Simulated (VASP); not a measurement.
Wanted: the native input for a VASP 6.6.1 run.

```
Task                   : single point
Functional             : PBE
Potentials or basis    : VASP PAW PBE potentials, release 64 (Zn, Cd, S)
Cutoff                 : 520 eV
k mesh                 : 6 × 6 × 1
Occupations            : gaussian, width 0.1 eV
Spin                   : no spin polarisation
Dipole correction      : no
Further INCAR settings : ALGO = Normal; EDIFF = 1e-07; NBANDS = 66
```

The structure of ZnCd2S3 lies in POSCAR:

```
ZnCd2S3
1.0
    4.0679742000      0.0000000000      0.0000000000
   -2.0339871000      3.5229690000      0.0000000000
    0.0000000000      0.0000000000     20.1030637000
Zn Cd S
2 4 6
Direct
    0.6666667000      0.3333333000      0.3332470000
    0.3333333000      0.6666667000      0.8332470000
    0.0000000000      0.0000000000      0.9971170000
    0.0000000000      0.0000000000      0.4971170000
    0.3333333000      0.6666667000      0.1716350000
    0.6666667000      0.3333333000      0.6716350000
    0.0000000000      0.0000000000      0.1239720000
    0.0000000000      0.0000000000      0.6239720000
    0.3333333000      0.6666667000      0.2989790000
    0.6666667000      0.3333333000      0.7989790000
    0.6666667000      0.3333333000      0.4500500000
    0.3333333000      0.6666667000      0.9500500000
```

These files were run (other wordings do the same):

INCAR

```
SYSTEM = ZnCd2S3
  PREC = Accurate
  ENCUT = 520
  EDIFF = 1E-7
  ISMEAR = 0
  SIGMA = 0.1
  LREAL = .False.
  LASPH = .True.
  NELM = 80
  ALGO = Normal
  ISIF = 2
  LWAVE = .False.
  LCHARG = .True.
  GGA = PE
  LELF = .True.
  LVHAR = .True.
  NBANDS = 66
```

KPOINTS

```
regular mesh
0
Gamma
  6 6 1
  0 0 0
```

Potentials or basis: VASP PAW PBE potentials, release 64 (Zn, Cd, S).

Command:

```bash
$ cat potpaw_PBE.64/Zn/POTCAR potpaw_PBE.64/Cd/POTCAR potpaw_PBE.64/S/POTCAR > POTCAR
$ mpirun -np 1 vasp_std > vasp.out
```

It gave:

```
Pressure               : 0.3 GPa
Largest force          : 0.022 eV/Å
Band gap on the k mesh : 1.18 eV
```

Run time: 110 s on 1 thread of Intel(R) Xeon(R) 6975P-C (Granite Rapids) (shared host), peak memory 0.39 GiB.
